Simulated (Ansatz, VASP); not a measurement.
# Ga2O3 in VASP and in Ansatz

```xyz
10
Lattice="2.4997 1.4432 4.5003 -2.4997 1.4432 4.5003 0.0000 -2.8864 4.5003" Properties=species:S:1:pos:R:3 pbc="T T T"
Ga    0.0000    0.0000   11.5563
Ga    0.0000    0.0000    8.6952
Ga    0.0000    0.0000    1.9447
Ga    0.0000    0.0000    4.8058
O    -0.9869   -1.4432    5.6254
O     1.7433   -0.1331    5.6254
O    -0.7564    1.5763    5.6254
O     0.9869    1.4432    7.8756
O    -1.7433    0.1331    7.8756
O     0.7564   -1.5763    7.8756
```

Alike in both runs: task single point; functional LDA; k mesh 6 × 6 × 6; occupations gaussian, width 0.1 eV; no spin polarisation.

```csv
,VASP,Ansatz
version,VASP 6.6.1,Ansatz 0.2.0
potentials or method,"VASP PAW LDA potentials, release 64 (Ga_d, O), cutoff 520 eV","scalar-relativistic, plane waves, PAW"
valence electrons in the cell,88,88
```

VASP gave:

```
gap on the k mesh at the Fermi level (eV)                     : 2.68
least direct gap on the mesh (eV)                             : 2.93
pressure (GPa)                                                : -5.7
traceless stress, the component that is largest in VASP (GPa) : -0.60
rms of the force components (eV/Å)                            : 0.031
```

**Question.** What did Ansatz give for the same quantities?

**Answer.** gap on the k mesh at the Fermi level (eV): 2.67; least direct gap on the mesh (eV): 2.92; pressure (GPa): -7.6; traceless stress, the component that is largest in VASP (GPa): -0.30; rms of the force components (eV/Å): 0.021.

Ansatz warns that its potentials were made for another functional, while VASP's fit it. LDA's correlation is that of Perdew and Zunger in VASP and of Perdew and Wang (1992) in Ansatz. Atom by atom the forces differ by 0.014 eV/Å (rms over components).
